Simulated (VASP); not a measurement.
# Al2Pt (I4/mmm) in VASP: further runs

Al2Pt is run at these levels: PBEsol; tasks: single point.

Everything below comes from runs of VASP 6.6.1. Logs are shortened: lines on timing, memory, paths and dates and some standing lists are left out, and cuts for length are marked.

## (1) The cell of the first run

The structure is tetragonal, space group I4/mmm (No. 139). The conventional cell has a = 4.169 Å, b = 4.169 Å, c = 5.631 Å, α = 90.00°, β = 90.00°, γ = 90.00°. Within 3.3 Å of Al (site symmetry -4m2) lie 4 Pt at 2.52 Å and 6 Al at 2.82 to 2.95 Å. Within 3.3 Å of Pt (site symmetry 4/mmm) lie 8 Al at 2.52 Å.

## (2) Single point, PBEsol (strain along c alone, the other axes held: -4.5 %)

INCAR reads:

```
PREC = Accurate
ENCUT = 520
EDIFF = 1E-6
ISMEAR = 0
SIGMA = 0.1
LREAL = False
LASPH = True
NELM = 60
ALGO = Fast
ISIF = 2
LWAVE = False
LCHARG = False
GGA = PS
NBANDS = 25
```

KPOINTS reads:

```
regular mesh
0
Gamma
  8 8 6
```

POSCAR reads:

```
Al2Pt
1.0
    2.9482572945      2.9482572945      0.0000000000
   -2.9482572945      2.9482572945      0.0000000000
    0.0000000000      0.0000000000      5.6311714326
Al Pt
4 2
Direct
    0.0000000000      0.5000000000      0.7500000000
    0.5000000000      0.0000000000      0.7500000000
    0.5000000000      0.0000000000      0.2500000000
    0.0000000000      0.5000000000      0.2500000000
    0.0000000000      0.0000000000      0.0000000000
    0.5000000000      0.5000000000      0.5000000000
```

Potentials or basis: VASP PAW PBE potentials, release 64 (Al, Pt).

Launch:

```sh
> cat potpaw_PBE.64/Al/POTCAR potpaw_PBE.64/Pt/POTCAR > POTCAR
> mpirun -np 1 vasp_std > vasp.out
```

OUTCAR:

```text
PREC = Accurate
   ENCUT = 520
   EDIFF = 1E-6
   ISMEAR = 0
   LREAL = False
   LASPH = True
   NELM = 60
   ISIF = 2
   GGA = PS

 ion  position               nearest neighbor table
   1  0.000  0.500  0.750-   5 2.52   6 2.52   5 2.52   6 2.52   4 2.82   4 2.82   2 2.95   2 2.95
                             2 2.95   2 2.95
   2  0.500  0.000  0.750-   5 2.52   6 2.52   6 2.52   5 2.52   3 2.82   3 2.82   1 2.95   1 2.95
                             1 2.95   1 2.95
   3  0.500  0.000  0.250-   5 2.52   6 2.52   6 2.52   5 2.52   2 2.82   2 2.82   4 2.95   4 2.95
                             4 2.95   4 2.95
   4  0.000  0.500  0.250-   5 2.52   6 2.52   5 2.52   6 2.52   1 2.82   1 2.82   3 2.95   3 2.95
                             3 2.95   3 2.95
   5  0.000  0.000  0.000-   1 2.52   2 2.52   3 2.52   4 2.52   1 2.52   4 2.52   2 2.52   3 2.52

   6  0.500  0.500  0.500-   1 2.52   2 2.52   3 2.52   4 2.52   2 2.52   3 2.52   1 2.52   4 2.52

  LATTYP: Found a simple tetragonal cell.
 ALAT       =     4.1694654512
 C/A-ratio  =     1.3505739521

  Lattice vectors:

 A1 = (   2.9482572945,   2.9482572945,   0.0000000000)
 A2 = (  -2.9482572945,   2.9482572945,   0.0000000000)
 A3 = (   0.0000000000,   0.0000000000,   5.6311714326)

Analysis of symmetry for initial positions (statically):
=====================================================================
 Subroutine PRICEL returns following result:

  LATTYP: Found a body centered tetragonal cell.
 ALAT       =     4.1694654512
 C/A-ratio  =     1.3505739521

  Lattice vectors:

 A1 = (   0.0000000000,  -2.9482572945,  -2.8155857163)
 A2 = (   0.0000000000,   2.9482572945,  -2.8155857163)
 A3 = (   2.9482572945,   0.0000000000,   2.8155857163)

   2 primitive cells build up your supercell.

 Routine SETGRP: Setting up the symmetry group for a
 simple tetragonal supercell.

 Subroutine GETGRP returns: Found 16 space group operations
 (whereof 16 operations were pure point group operations)
 out of a pool of 16 trial point group operations.

The static configuration has the point symmetry D_4h.

Analysis of symmetry for dynamics (positions and initial velocities):
=====================================================================
 Subroutine PRICEL returns following result:

  LATTYP: Found a body centered tetragonal cell.
 ALAT       =     4.1694654512
 C/A-ratio  =     1.3505739521

  Lattice vectors:

 A1 = (   0.0000000000,  -2.9482572945,  -2.8155857163)
 A2 = (   0.0000000000,   2.9482572945,  -2.8155857163)
 A3 = (   2.9482572945,   0.0000000000,   2.8155857163)

   2 primitive cells build up your supercell.

 Routine SETGRP: Setting up the symmetry group for a
 simple tetragonal supercell.

 Subroutine GETGRP returns: Found 16 space group operations
 (whereof 16 operations were pure point group operations)
 out of a pool of 16 trial point group operations.

The dynamic configuration has the point symmetry D_4h.

 Subroutine INISYM returns: Found 16 space group operations
 (whereof 16 operations are pure point group operations),
 and found     2 'primitive' translations

----------------------------------------------------------------------------------------

                                     Primitive cell

  volume of cell :      48.9474

  direct lattice vectors                    reciprocal lattice vectors
     0.000000000 -2.948257295 -2.815585716     0.169591711 -0.169591711 -0.177582944
     0.000000000  2.948257295 -2.815585716     0.169591711  0.169591711 -0.177582944
     2.948257295  0.000000000  2.815585716     0.339183423  0.000000000  0.000000000

  length of vectors
     4.076732025  4.076732025  4.076732025     0.298426539  0.298426539  0.339183423

  position of ions in fractional coordinates (direct lattice)
     0.750000000  0.250000000  0.500000000
     0.250000000  0.750000000  0.500000000
     0.000000000  0.000000000  0.000000000

  ion indices of the primitive-cell ions
   primitive index   ion index
                 1           1
                 2           4
                 3           5

----------------------------------------------------------------------------------------

 KPOINTS: regular mesh

Automatic generation of k-mesh.
 Grid dimensions read from file:
 generate k-points for:    8    8    6

 Generating k-lattice:

  Cartesian coordinates                     Fractional coordinates (reciprocal lattice)
     0.021198964  0.021198964  0.000000000     0.125000000  0.000000000  0.000000000
    -0.021198964  0.021198964  0.000000000     0.000000000  0.125000000  0.000000000
     0.000000000  0.000000000  0.029597157     0.000000000  0.000000000  0.166666667

  Length of vectors
     0.029979862  0.029979862  0.029597157

  Shift w.r.t. Gamma in fractional coordinates (k-lattice)
     0.000000000  0.000000000  0.000000000

 Subroutine IBZKPT returns following result:
 ===========================================

 Found     60 irreducible k-points:

 Following reciprocal coordinates:
            Coordinates               Weight
  0.000000  0.000000  0.000000      1.000000
  0.125000  0.000000  0.000000      4.000000
  0.250000  0.000000  0.000000      4.000000
  0.375000  0.000000  0.000000      4.000000
  0.500000  0.000000  0.000000      2.000000
  0.125000  0.125000  0.000000      4.000000
[... 16 lines left out ...]
  0.375000  0.125000  0.166667     16.000000
  0.500000  0.125000  0.166667      8.000000
 [... further k-points ...]
   k-points           NKPTS =     60   k-points in BZ     NKDIM =     60   number of bands    NBANDS=     25
   number of dos      NEDOS =    301   number of ions     NIONS =      6
   total plane-waves  NPLWV =  43008
   dimension x,y,z NGX =    32 NGY =   32 NGZ =   42
   dimension x,y,z NGXF=    64 NGYF=   64 NGZF=   84
   ions per type =               4   2
   NGX,Y,Z   is equivalent  to a cutoff of  12.76, 12.76, 12.40 a.u.
   NGXF,Y,Z  is equivalent  to a cutoff of  25.52, 25.52, 24.80 a.u.
 SYSTEM =  unknown system
   PREC   = accura    normal or accurate (medium, high low for compatibility)
   ISTART =      0    job   : 0-new  1-cont  2-samecut
   ICHARG =      2    charge: 1-file 2-atom 10-const
   ISPIN  =      1    spin polarized calculation?
   LNONCOLLINEAR =      F non collinear calculations
   LSORBIT =      F    spin-orbit coupling
   LASPH  =      T    aspherical Exc in radial PAW
   ENCUT  =  520.0 eV  38.22 Ry    6.18 a.u.   7.75  7.75 10.47*2*pi/ulx,y,z
   NELM   =     60;   NELMIN=  2; NELMDL= -5     # of ELM steps
   EDIFF  = 0.1E-05   stopping-criterion for ELM
   LREAL  =      F    real-space projection
   EDIFFG = 0.1E-04   stopping-criterion for IOM
   NSW    =      0    number of steps for IOM
   IBRION =     -1    ionic relax: 0-MD 1-quasi-New 2-CG
   NFREE  =      0    steps in history (QN), initial steepest desc. (CG)
   ISIF   =      2    stress and relaxation
   ISYM   =      2    0-nonsym 1-usesym 2-fastsym
   POTIM  = 0.5000    time-step for ionic-motion
   TEBEG  =    0.0;   TEEND  =   0.0 temperature during run
   PSTRESS=    0.0 pullay stress
   NELECT =      32.0000    total number of electrons
   NUPDOWN=      -1.0000    fix difference up-down
   EMIN   =  10.00;   EMAX   =-10.00  energy-range for DOS
   EFERMI =   0.00;   METHOD = LEGACY
   ISMEAR =     0;   SIGMA  =   0.10  broadening in eV -4-tet -1-fermi 0-gaus
   EFERMI_NEDOS =   21; number of points for ismear=-14 and -15
   IALGO  =     68    algorithm
   IMIX   =      4    mixing-type and parameters
     AMIX     =   0.40;   BMIX     =  1.00
     AMIX_MAG =   1.60;   BMIX_MAG =  1.00
  volume/ion in A,a.u.               =      16.32       110.10
  Fermi-wavevector in a.u.,A,eV,Ry     =   1.127730  2.131100 17.303537  1.271774
  Thomas-Fermi vector in A             =   2.264417
   LORBIT       =      0    0 simple, 1 ext, 2 COOP (PROOUT), +10 PAW based schemes
   GGA     = PS    functional components
   LHFCALC =     F    Hartree Fock is set to
   AEXX    =    0.0000 exact exchange contribution
   IVDW    =     0    specifies the selected vdW correction
   LEPSILON=     F    determine dielectric tensor
   LRPA    =     F    only Hartree local field effects (RPA)
 non-spin polarized calculation
 RMM-DIIS sequential band-by-band and
 Gauss-broadening in eV      SIGMA  =   0.10
  energy-cutoff  :      520.00
  volume of cell :       97.89
 maximum number of plane-waves:      2654
 NGX is ok and might be reduce to    32
   NGX = 15   NGY = 15   NGZ = 21

 number of electron      31.9999999 magnetization

 Free energy of the ion-electron system (eV)
  ---------------------------------------------------
  ext. energy  EPLUGINS =         0.00000000
  ---------------------------------------------------
  free energy    TOTEN  =       -35.40685256 eV

  energy without entropy =      -35.39874380  energy(sigma->0) =      -35.40279818

 E-fermi :   8.4595     XC(G=0): -11.0461

 val. band max:        8.4460037583   @ k =   0.2500   0.2500   0.1667
 cond. band min:       8.5211009140   @ k =   0.3750   0.1250   0.0000
 fundamental gap:      0.0750971557
 Fermi energy:         8.4594729317

 k-point     1 :       0.0000    0.0000    0.0000
  band No.  band energies     occupation
      1      -2.1916      2.00000
      2       1.8624      2.00000
      3       1.8952      2.00000
      4       2.8301      2.00000
      5       3.0491      2.00000
      6       3.1178      2.00000
[... 17 lines left out ...]
     24      14.4676      0.00000
     25      14.4676      0.00000

 k-point     2 :       0.1250    0.0000    0.0000
  band No.  band energies     occupation
      1      -2.0457      2.00000
      2       1.8431      2.00000
      3       2.0446      2.00000
      4       2.7332      2.00000
      5       3.0459      2.00000
      6       3.0997      2.00000
[... 17 lines left out ...]
     24      14.3965      0.00000
     25      14.4689      0.00000
[... 586 lines left out ...]
     24      15.0320      0.00000
     25      15.1803      0.00000

 k-point    24 :       0.5000    0.1250    0.1667
  band No.  band energies     occupation
      1       0.1589      2.00000
      2       0.1589      2.00000
      3       2.3725      2.00000
      4       2.3725      2.00000
      5       3.2896      2.00000
      6       3.2896      2.00000
[... 17 lines left out ...]
     24      14.8910      0.00000
     25      15.8073      0.00000

 [... further k-points ...]

------------------------ aborting loop because EDIFF is reached ----------------------------------------

  FORCE on cell =-STRESS in cart. coord.  units (eV):
  Direction    XX          YY          ZZ          XY          YZ          ZX
  --------------------------------------------------------------------------------------
  -------------------------------------------------------------------------------------
  Total        3.6181489      3.6181489      5.6845819      0.0000000      0.0000000      0.0000000
  in kB       59.2157882     59.2157882     93.0356934      0.0000000      0.0000000      0.0000000
  external PRESSURE =      70.4890899 kB  Pullay stress =       0.0000000 kB

 VOLUME and BASIS-vectors are now :
 -----------------------------------------------------------------------------
  energy-cutoff  :      520.00
  volume of cell :       97.89
      direct lattice vectors                 reciprocal lattice vectors
     2.948257294  2.948257294  0.000000000     0.169591711  0.169591711  0.000000000
    -2.948257294  2.948257294  0.000000000    -0.169591711  0.169591711  0.000000000
     0.000000000  0.000000000  5.631171433     0.000000000  0.000000000  0.177582944

 POSITION                                       TOTAL-FORCE (eV/Angst)
 -----------------------------------------------------------------------------------
     -1.47413      1.47413      4.22338        -0.000000      0.000000      0.000000
      1.47413      1.47413      4.22338        -0.000000      0.000000     -0.000000
      1.47413      1.47413      1.40779         0.000000      0.000000     -0.000000
     -1.47413      1.47413      1.40779        -0.000000      0.000000     -0.000000
      0.00000      0.00000      0.00000         0.000000     -0.000000      0.000000
      0.00000      2.94826      2.81559        -0.000000     -0.000000      0.000000
 -----------------------------------------------------------------------------------
    total drift:                               -0.000000      0.000000     -0.000000

  FREE ENERGIE OF THE ION-ELECTRON SYSTEM (eV)
  ---------------------------------------------------
  free  energy   TOTEN  =       -35.4068525598 eV

  energy  without entropy=      -35.3987437988  energy(sigma->0) =      -35.40279818
```

Wall time 74 s (1 thread of AMD EPYC 9R14 (Zen 4), shared host); peak memory 0.25 GiB.

Results:

| Item | Value |
| --- | --- |
| Free energy | -35.4069 eV |
| Pressure | 7.0 GPa |
| Band gap on the k mesh | zero (band 16 reaches 11.60 eV, above the bottom of band 17 at 7.00 eV) |

Stress tensor (GPa, compression positive):
```
5.92 0.00 0.00
0.00 5.92 0.00
0.00 0.00 9.30
```

Levels at points of the mesh, in eV from the Fermi level:
| k point | band 12 | band 13 | band 14 | band 15 | band 16 | band 17 | band 18 | band 19 | band 20 | band 21 |
| --- | --- | --- | --- | --- | --- | --- | --- | --- | --- | --- |
| (0.00, 0.00, 0.00) | -3.49 | -3.43 | -1.92 | -1.92 | 3.14 | 3.20 | 3.38 | 3.70 | 3.70 | 4.02 |
| (0.50, 0.00, 0.00) | -3.97 | -2.38 | -2.38 | -1.09 | -1.09 | 1.14 | 1.14 | 3.55 | 3.55 | 6.15 |
| (0.50, 0.50, 0.00) | -3.73 | -3.35 | -3.35 | -1.82 | -1.82 | -1.46 | -1.46 | 3.46 | 3.46 | 3.69 |
| (0.00, 0.00, 0.50) | -3.76 | 0.36 | 0.36 | 0.39 | 0.39 | 0.39 | 0.39 | 3.15 | 3.15 | 3.88 |
| (0.50, 0.00, 0.50) | -3.68 | -3.68 | -3.68 | 0.82 | 0.82 | 1.13 | 1.13 | 3.86 | 3.86 | 5.16 |
| (0.50, 0.50, 0.50) | -3.56 | -2.94 | -2.94 | -2.94 | -2.94 | -0.87 | -0.87 | 5.62 | 5.62 | 5.62 |

Caveat: the cell differs from its parent crystal (strain along c alone, the other axes held: -4.5 %); the PAW data sets were made with another functional, which shifts forces and pressure a little; spin-orbit coupling is left out, which moves the levels of the heavy elements.

## (3) Single point, PBEsol (strain along c alone, the other axes held: -3.0 %)

INCAR reads:

```
ALGO = Fast
EDIFF = 1E-7
ENCUT = 520
GGA = PS
ISIF = 2
ISMEAR = 0
LASPH = T
LCHARG = F
LREAL = F
LWAVE = F
NBANDS = 25
NELM = 60
PREC = Accurate
SIGMA = 0.1
```

KPOINTS reads:

```
k-points
0
Gamma
  8 8 6
```

Edit POSCAR of step 2 so:

```diff
@@ -4,3 +4,3 @@
    -2.9482572945      2.9482572945      0.0000000000
-    0.0000000000      0.0000000000      5.6311714326
+    0.0000000000      0.0000000000      5.7196191514
 Al Pt
```

Potentials or basis: VASP PAW PBE potentials, release 64 (Al, Pt).

Launch:

```sh
> cat potpaw_PBE.64/Al/POTCAR potpaw_PBE.64/Pt/POTCAR > POTCAR
> mpirun -np 1 vasp_std > vasp.out
```

Wall time 85 s (1 thread of AMD EPYC 9R14 (Zen 4), shared host); peak memory 0.26 GiB.

The run converged. Its results:

| Item | Value |
| --- | --- |
| Free energy | -35.4789 eV |
| Pressure | 4.5 GPa |
| Band gap on the k mesh | zero (band 16 reaches 11.43 eV, above the bottom of band 17 at 6.74 eV) |

Stress tensor (GPa, compression positive):
```
3.86 0.00 0.00
0.00 3.86 0.00
0.00 0.00 5.78
```

Levels at points of the mesh, in eV from the Fermi level:
| k point | band 14 | band 15 | band 16 | band 17 | band 18 | band 19 |
| --- | --- | --- | --- | --- | --- | --- |
| (0.00, 0.00, 0.00) | -1.81 | -1.81 | 3.17 | 3.25 | 3.27 | 3.74 |
| (0.50, 0.00, 0.00) | -2.36 | -1.16 | -1.16 | 1.21 | 1.21 | 3.62 |
| (0.50, 0.50, 0.00) | -3.31 | -1.75 | -1.75 | -1.51 | -1.51 | 3.42 |
| (0.00, 0.00, 0.50) | 0.24 | 0.43 | 0.43 | 0.43 | 0.43 | 3.16 |
| (0.50, 0.00, 0.50) | -3.62 | 0.89 | 0.89 | 1.10 | 1.10 | 3.82 |
| (0.50, 0.50, 0.50) | -2.89 | -2.89 | -2.89 | -0.87 | -0.87 | 5.50 |

Caveat: the cell differs from its parent crystal (strain along c alone, the other axes held: -3.0 %); the PAW data sets were made with another functional, which shifts forces and pressure a little; spin-orbit coupling is left out, which moves the levels of the heavy elements.

## (4) Single point, PBEsol (biaxial strain in the a-b plane: +4.5 %)

INCAR reads:

```
SYSTEM = Al2Pt
PREC = Accurate ; ENCUT = 520
EDIFF = 1E-7 ; ISMEAR = 0
SIGMA = 0.1 ; LREAL = .False.
LASPH = .True. ; NELM = 100
ALGO = Fast ; ISIF = 2
LWAVE = .False. ; LCHARG = .False.
GGA = PS ; NBANDS = 25
```

KPOINTS reads:

```
regular mesh
0
Gamma
  8 8 6
  0 0 0
```

Edit POSCAR of step 3 so:

```diff
@@ -2,5 +2,5 @@
 1.0
-    2.9482572945      2.9482572945      0.0000000000
-   -2.9482572945      2.9482572945      0.0000000000
-    0.0000000000      0.0000000000      5.7196191514
+    3.0809288728      3.0809288728      0.0000000000
+   -3.0809288728      3.0809288728      0.0000000000
+    0.0000000000      0.0000000000      5.7373086952
 Al Pt
```

Launch:

```sh
> cat potpaw_PBE.64/Al/POTCAR potpaw_PBE.64/Pt/POTCAR > POTCAR
> mpirun -np 1 vasp_std > vasp.out
```

Wall time 2.1 min (1 thread of AMD EPYC 7R13 (Zen 3), shared host); peak memory 0.27 GiB.

It converged, with:

```
Free energy            : -35.2997 eV
Pressure               : -7.4 GPa
Band gap on the k mesh : zero (band 16 reaches 9.47 eV, above the bottom of band 17 at 6.08 eV)
```

Stress tensor (GPa, compression positive):
```
-9.12  0.00  0.00
 0.00 -9.12  0.00
 0.00  0.00 -4.00
```

Levels at points of the mesh, in eV from the Fermi level:
| k point | band 14 | band 15 | band 16 | band 17 | band 18 | band 19 |
| --- | --- | --- | --- | --- | --- | --- |
| (0.00, 0.00, 0.00) | -1.78 | -1.78 | 2.28 | 2.60 | 2.95 | 3.57 |
| (0.50, 0.00, 0.00) | -2.17 | -0.95 | -0.95 | 0.97 | 0.97 | 3.13 |
| (0.50, 0.50, 0.00) | -2.96 | -1.65 | -1.65 | -1.10 | -1.10 | 3.03 |
| (0.00, 0.00, 0.50) | 0.37 | 0.37 | 0.37 | 0.46 | 0.46 | 2.32 |
| (0.50, 0.00, 0.50) | -3.24 | 0.76 | 0.76 | 1.17 | 1.17 | 3.73 |
| (0.50, 0.50, 0.50) | -2.70 | -2.70 | -2.70 | -0.75 | -0.75 | 5.28 |

Caveat: the cell differs from its parent crystal (biaxial strain in the a-b plane: +4.5 %); the PAW data sets were made with another functional, which shifts forces and pressure a little; spin-orbit coupling is left out, which moves the levels of the heavy elements.

## (5) Overview

| cell | further INCAR settings | gap on the mesh (eV) | pressure (GPa) |
| --- | --- | --- | --- |
| a = 4.169, b = 4.169, c = 5.631 Å, 6 atoms | ALGO = Fast; EDIFF = 1e-06; NBANDS = 25 | none | 7.0 |
| a = 4.169, b = 4.169, c = 5.720 Å, 6 atoms | ALGO = Fast; EDIFF = 1e-07; NBANDS = 25 | none | 4.5 |
| a = 4.357, b = 4.357, c = 5.737 Å, 6 atoms | ALGO = Fast; EDIFF = 1e-07; NBANDS = 25 | none | -7.4 |

Alike in all rows: task single point; level PBEsol; potentials or basis VASP PAW PBE potentials, release 64 (Al, Pt); no spin polarisation; k mesh 8 × 8 × 6; cutoff (eV) 520; smearing gaussian 0.1 eV.

Caveats: the PAW data sets were made with another functional, which shifts forces and pressure a little; spin-orbit coupling is left out, which moves the levels of the heavy elements.

Total energies depend on the potentials used, so only differences within one code and one set of settings carry meaning.
